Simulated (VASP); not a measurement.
# SnO2 (R-3m) in VASP: further runs, part 2 of 2

VASP 6.6.1. The steps go on from the part before.

## (4) Single point, LDA

This run uses another cell than the first one, of 13.63 Å³/atom, 0.887 times its volume.

File INCAR:

```
PREC = Accurate
ENCUT = 520
EDIFF = 1E-6
ISMEAR = -1
SIGMA = 0.05
LREAL = False
LASPH = True
NELM = 100
ALGO = Normal
ISIF = 2
LWAVE = False
LCHARG = True
LELF = True
LVHAR = True
NBANDS = 20
```

File KPOINTS:

```
Automatic mesh
0
Gamma
  10 10 10
```

File POSCAR:

```
SnO2
1.0
    1.5840819130      0.9145701189      4.7025938089
   -1.5840819130      0.9145701189      4.7025938089
    0.0000000000     -1.8291402378      4.7025938089
Sn O
1 2
Direct
    0.5000000000      0.5000000000      0.5000000000
    0.7628300000      0.7628300000      0.7628300000
    0.2371700000      0.2371700000      0.2371700000
```

Potentials or basis: VASP PAW LDA potentials, release 64 (Sn_d, O).

Launch:

```console
$ cat potpaw_LDA.64/Sn_d/POTCAR potpaw_LDA.64/O/POTCAR > POTCAR
$ mpirun -np 1 vasp_std > vasp.out
```

Wall time 3.3 min (1 thread of Intel Xeon Platinum 8488C (Sapphire Rapids), shared host); peak memory 0.25 GiB.

Results (log left out):

```
Free energy            : -20.5011 eV
Pressure               : 0.7 GPa
Largest force          : 0.065 eV/Å
Band gap on the k mesh : 2.18 eV, indirect (least direct gap 2.37 eV)
```

Forces on the atoms (eV/Å):
```
Sn   0.000  0.000  0.000
O    0.000  0.000 -0.065
O    0.000  0.000  0.065
```

Stress tensor (GPa, compression positive):
```
 2.05  0.00  0.00
 0.00  2.05  0.00
 0.00  0.00 -1.93
```

Levels at points of the mesh, in eV from the valence-band top:
| k point | band 11 | band 12 | band 13 | band 14 | band 15 | band 16 |
| --- | --- | --- | --- | --- | --- | --- |
| (0.00, 0.00, 0.00) | -0.89 | -0.89 | -0.19 | 2.18 | 5.81 | 11.32 |
| (0.50, 0.00, 0.00) | -1.58 | -0.63 | -0.59 | 5.75 | 7.89 | 10.21 |
| (0.50, 0.50, 0.00) | -1.22 | -0.43 | -0.01 | 5.41 | 7.01 | 11.05 |
| (0.50, 0.50, 0.50) | -1.44 | -0.83 | -0.83 | 3.54 | 5.82 | 11.52 |

Caveat: spin-orbit coupling is left out, which moves the levels of the heavy elements.

## (5) Single point, PBEsol

This run uses another cell than the first one, of 13.92 Å³/atom, 0.906 times its volume.

File INCAR:

```
ALGO = Normal ; EDIFF = 1E-7
ENCUT = 520 ; GGA = PS
ISIF = 2 ; ISMEAR = -1
LASPH = T ; LCHARG = F
LREAL = F ; LWAVE = F
NBANDS = 20 ; NELM = 60
PREC = Accurate ; SIGMA = 0.05
```

File KPOINTS:

```
k-points
0
Gamma
  10 10 10
```

File POSCAR:

```
SnO2
1.0
    1.5952377869      0.9210109657      4.7357117578
   -1.5952377869      0.9210109657      4.7357117578
    0.0000000000     -1.8420219315      4.7357117578
Sn O
1 2
Direct
    0.5000000000      0.5000000000      0.5000000000
    0.7628300000      0.7628300000      0.7628300000
    0.2371700000      0.2371700000      0.2371700000
```

Potentials or basis: VASP PAW PBE potentials, release 64 (Sn_d, O).

Launch:

```console
$ cat potpaw_PBE.64/Sn_d/POTCAR potpaw_PBE.64/O/POTCAR > POTCAR
$ mpirun -np 1 vasp_std > vasp.out
```

OUTCAR:

```text
EDIFF = 1E-7
   ENCUT = 520
   GGA = PS
   ISIF = 2
   ISMEAR = -1
   LASPH = T
   LREAL = F
   NELM = 60
   PREC = Accurate

 ion  position               nearest neighbor table
   1  0.500  0.500  0.500-   3 2.10   3 2.10   2 2.10   2 2.10   3 2.10   2 2.10
   2  0.763  0.763  0.763-   1 2.10   1 2.10   1 2.10
   3  0.237  0.237  0.237-   1 2.10   1 2.10   1 2.10

  LATTYP: Found a trigonal (rhomboedric) cell.
 ALAT       =     5.0813394542
 COS(alpha) =     0.8028828391

  Lattice vectors:

 A1 = (   1.5952377869,   0.9210109657,   4.7357117578)
 A2 = (  -1.5952377869,   0.9210109657,   4.7357117578)
 A3 = (   0.0000000000,  -1.8420219315,   4.7357117578)

Analysis of symmetry for initial positions (statically):
=====================================================================
 Subroutine PRICEL returns:
 Original cell was already a primitive cell.

 Routine SETGRP: Setting up the symmetry group for a
 trigonal (rhombohedral) supercell.

 Subroutine GETGRP returns: Found 12 space group operations
[... 158 lines left out ...]

 Free energy of the ion-electron system (eV)
  ---------------------------------------------------
  ext. energy  EPLUGINS =         0.00000000
  ---------------------------------------------------
  free energy    TOTEN  =       -19.31347505 eV

  energy without entropy =      -19.31347505  energy(sigma->0) =      -19.31347505

 E-fermi :   4.8060     XC(G=0): -10.4265

 val. band max:        3.5870837288   @ k =  -0.2000   0.2000   0.0000
 cond. band min:       5.6948771319   @ k =   0.0000   0.0000   0.0000
 fundamental gap:      2.1077934032
 Fermi energy:         4.8059560414

 k-point     1 :       0.0000    0.0000    0.0000
  band No.  band energies     occupation
      1     -16.3511      2.00000
      2     -16.0624      2.00000
      3     -16.0624      2.00000
      4     -15.8339      2.00000
      5     -15.8339      2.00000
      6     -14.4776      2.00000
[... 541 lines left out ...]
     19      16.9074      0.00000
     20      20.6799      0.00000

 [... further k-points ...]
[... 5 lines left out ...]
  --------------------------------------------------------------------------------------
  -------------------------------------------------------------------------------------
  Total        0.5655757      0.5655757     -0.0242326      0.0000000      0.0000000      0.0000000
  in kB       21.7057406     21.7057406     -0.9300021      0.0000000      0.0000000      0.0000000
  external PRESSURE =      14.1604930 kB  Pullay stress =       0.0000000 kB

 VOLUME and BASIS-vectors are now :
 -----------------------------------------------------------------------------
  energy-cutoff  :      520.00
  volume of cell :       41.75
      direct lattice vectors                 reciprocal lattice vectors
     1.595237787  0.921010966  4.735711758     0.313432896  0.180960567  0.070387167
    -1.595237787  0.921010966  4.735711758    -0.313432896  0.180960567  0.070387167
     0.000000000 -1.842021931  4.735711758     0.000000000 -0.361921134  0.070387167

 POSITION                                       TOTAL-FORCE (eV/Angst)
 -----------------------------------------------------------------------------------
      0.00000     -0.00000      7.10357         0.000000     -0.000000     -0.000000
      0.00000     -0.00000     10.83763         0.000000      0.000000     -0.097866
      0.00000     -0.00000      3.36951         0.000000     -0.000000      0.097866
 -----------------------------------------------------------------------------------
    total drift:                               -0.000000      0.000000      0.000000

  FREE ENERGIE OF THE ION-ELECTRON SYSTEM (eV)
  ---------------------------------------------------
  free  energy   TOTEN  =       -19.3134750530 eV

  energy  without entropy=      -19.3134750530  energy(sigma->0) =      -19.31347505
```

OSZICAR:

```text
N       E                     dE             d eps       ncg     rms          rms(c)
DAV:   1     0.257933307533E+03    0.25793E+03   -0.14040E+04  4932   0.193E+03
DAV:   2     0.768053682564E+01   -0.25025E+03   -0.23751E+03  5020   0.499E+02
DAV:   3    -0.210829935829E+02   -0.28764E+02   -0.28474E+02  5440   0.143E+02
DAV:   4    -0.219086573235E+02   -0.82566E+00   -0.82495E+00  5100   0.259E+01
DAV:   5    -0.219250726951E+02   -0.16415E-01   -0.16415E-01  5712   0.388E+00    0.101E+01
DAV:   6    -0.193608748192E+02    0.25642E+01   -0.96021E+00  7076   0.542E+01    0.440E+00
DAV:   7    -0.193409888079E+02    0.19886E-01   -0.55598E-01  4772   0.596E+00    0.210E+00
DAV:   8    -0.193148189933E+02    0.26170E-01   -0.61463E-02  5012   0.252E+00    0.448E-01
DAV:   9    -0.193129904487E+02    0.18285E-02   -0.92799E-03  6612   0.148E+00    0.832E-02
DAV:  10    -0.193134518648E+02   -0.46142E-03   -0.16309E-03  4780   0.329E-01    0.318E-02
DAV:  11    -0.193134715381E+02   -0.19673E-04   -0.35483E-05  6680   0.565E-02    0.190E-02
DAV:  12    -0.193134749242E+02   -0.33861E-05   -0.52898E-06  4820   0.184E-02    0.532E-03
DAV:  13    -0.193134751287E+02   -0.20454E-06   -0.91293E-07  5132   0.962E-03    0.123E-03
DAV:  14    -0.193134750530E+02    0.75734E-07   -0.14714E-07  3908   0.382E-03
   1 F= -.19313475E+02 E0= -.19313475E+02  d E =-.479810E-10
```

Run time: 3.3 min. Hardware: 1 thread of Intel Xeon Platinum 8488C (Sapphire Rapids), shared host; peak memory 0.29 GiB.

Results:

| Item | Value |
| --- | --- |
| Free energy | -19.3135 eV |
| Pressure | 1.4 GPa |
| Largest force | 0.098 eV/Å |
| Band gap on the k mesh | 2.11 eV, indirect (least direct gap 2.27 eV) |

Forces in eV/Å, atoms in the order of the input:
```
Sn   0.000  0.000  0.000
O    0.000  0.000 -0.098
O    0.000  0.000  0.098
```

Caveat: the PAW data sets were made with another functional, which shifts forces and pressure a little; spin-orbit coupling is left out, which moves the levels of the heavy elements.

## (6) Overview

| level | potentials or basis | cell | gap on the mesh (eV) | pressure (GPa) | largest force (eV/Å) |
| --- | --- | --- | --- | --- | --- |
| LDA | VASP PAW LDA potentials, release 64 (Sn_d, O) | a = 5.252 Å, angles 36.6°, 3 atoms | 1.43 | -14.8 | 1.13 |
| PBEsol | VASP PAW PBE potentials, release 64 (Sn_d, O) | a = 5.046 Å, angles 36.6°, 3 atoms | 2.25 | 5.0 | 0.35 |
| LDA | VASP PAW LDA potentials, release 64 (Sn_d, O) | a = 5.046 Å, angles 36.6°, 3 atoms | 2.18 | 0.7 | 0.06 |
| PBEsol | VASP PAW PBE potentials, release 64 (Sn_d, O) | a = 5.081 Å, angles 36.6°, 3 atoms | 2.11 | 1.4 | 0.10 |

Alike in all rows: task single point; no spin polarisation; k mesh 10 × 10 × 10; cutoff (eV) 520; smearing fermi-dirac 0.05 eV.

Caveats: spin-orbit coupling is left out, which moves the levels of the heavy elements; the PAW data sets were made with another functional, which shifts forces and pressure a little (some runs); forces of over 1 eV/Å act on the atoms, so gaps and moduli don't describe the material at rest (some runs).

Total energies depend on the potentials used, so only differences within one code and one set of settings carry meaning.
